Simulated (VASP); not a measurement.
Write the native input for VASP 6.6.1 that does the following.

```yaml
Task: single point
Functional: PBE
Potentials_or_basis: VASP PAW PBE potentials, release 64 (Fe, Si)
Cutoff: 520 eV
k_mesh: 6 × 6 × 6
Occupations: fermi-dirac, width 0.05 eV
Spin: collinear spin, ferromagnetic start
Starting_moments: "[3.0, 3.0, 3.0, 3.0, 0.0, 0.0, 0.0, 0.0] μB"
Dipole_correction: no
Further_INCAR_settings: ALGO = Normal; EDIFF = 1e-07; NBANDS = 38
```

The structure of FeSi lies in POSCAR:

```
FeSi
1.0
    4.5507000000      0.0000000000      0.0000000000
    0.0000000000      4.5507000000      0.0000000000
    0.0000000000      0.0000000000      4.5507000000
Fe Si
4 4
Direct
    0.8634800000      0.6365200000      0.3634800000
    0.6365200000      0.3634800000      0.8634800000
    0.3634800000      0.8634800000      0.6365200000
    0.1365200000      0.1365200000      0.1365200000
    0.1576000000      0.3424000000      0.6576000000
    0.3424000000      0.6576000000      0.1576000000
    0.6576000000      0.1576000000      0.3424000000
    0.8424000000      0.8424000000      0.8424000000
```

One way to write it, as run:

INCAR

```
SYSTEM = FeSi
ALGO = Normal ; EDIFF = 1E-7
ENCUT = 520 ; GGA = PE
ISIF = 2 ; ISMEAR = -1
ISPIN = 2 ; LASPH = .True.
LCHARG = .True. ; LELF = .True.
LMAXMIX = 4 ; LORBIT = 11
LREAL = .False. ; LVHAR = .True.
LWAVE = .False. ; MAGMOM = 3 3 3 3 0 0 0 0
NBANDS = 38 ; NELM = 150
PREC = Accurate ; SIGMA = 0.05
```

KPOINTS

```
k-points
0
Gamma
  6 6 6
  0 0 0
```

Potentials or basis: VASP PAW PBE potentials, release 64 (Fe, Si).

Run with:

```bash
$ cat potpaw_PBE.64/Fe/POTCAR potpaw_PBE.64/Si/POTCAR > POTCAR
$ mpirun -np 1 vasp_std > vasp.out
```

Results of the run:

```
Pressure                                              : -10.3 GPa
Largest force                                         : 0.095 eV/Å
Net moment                                            : 3.73 μB per cell
Site moments                                          : Fe +1.03; Si -0.05 μB
Valence electrons inside the program's atomic spheres : Fe 7.47; Si 1.60
```

Caveat: the cell stands under tension.

Wall time 5.4 min on 1 thread of Intel Xeon 8259CL (shared host), peak memory 0.31 GiB.
